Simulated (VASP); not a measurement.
Crystal: WS2.

```
CELL_PARAMETERS angstrom
3.73485 0.00000 0.00000
-1.86742 3.23447 0.00000
0.00000 0.00000 6.53736
ATOMIC_POSITIONS crystal
W 0.00000 0.00000 0.50000
S 0.33333 0.66667 0.50000
S 0.66667 0.33333 0.50000
```

| Item | Value |
| --- | --- |
| Program | VASP 6.6.1 |
| Task | relaxation of cell and atoms |
| Functional | PBE |
| Potentials or basis | VASP PAW PBE potentials, release 64 (W_sv, S) |
| Cutoff | 600 eV |
| k mesh | 6 × 6 × 4 |
| Occupations | gaussian, width 0.1 eV |
| Spin | collinear spin, ferrimagnetic start |
| Starting moments | [1.51, -0.05, -0.05] μB |

At the start: pressure 56.9 GPa; volume 26.32 Å³/atom.

Question: Where does the relaxation end?

Answer: Over 8 steps the energy falls by 1966.3 meV/atom and the volume is 36.17 Å³/atom (+37.4 %); space group P6/mmm (No. 191, to 0.05 Å); moment 2.26 μB per cell.

Step by step:
| step | energy change (eV) | largest force (eV/Å) | pressure (GPa) | volume (Å³) |
| --- | --- | --- | --- | --- |
| 1 | 0.0000 | 0.0000 | 56.94 | 78.97 |
| 2 | 2.4696 | 0.0000 | -5.39 | 222.00 |
| 3 | 0.2779 | 0.0000 | -7.91 | 186.09 |
| 4 | -2.3570 | 0.0000 | -10.24 | 155.51 |
| 5 | -5.8019 | 0.0000 | -3.61 | 114.04 |
| 6 | -5.7971 | 0.0000 | 4.63 | 103.62 |
| 7 | -5.8977 | 0.0000 | -0.47 | 109.18 |
| 8 | -5.8989 | 0.0000 | 0.04 | 108.52 |

Final structure:
```
W S
1.0
     4.37875    0.00000    0.00000
    -2.18938    3.79211    0.00000
     0.00000    0.00000    6.53576
W S
1 2
Direct
  0.00000 0.00000 0.50000
  0.33333 0.66667 0.50000
  0.66667 0.33333 0.50000
```

Caveat: the volume moved by over 15 % at a fixed basis, so the end points are rough.
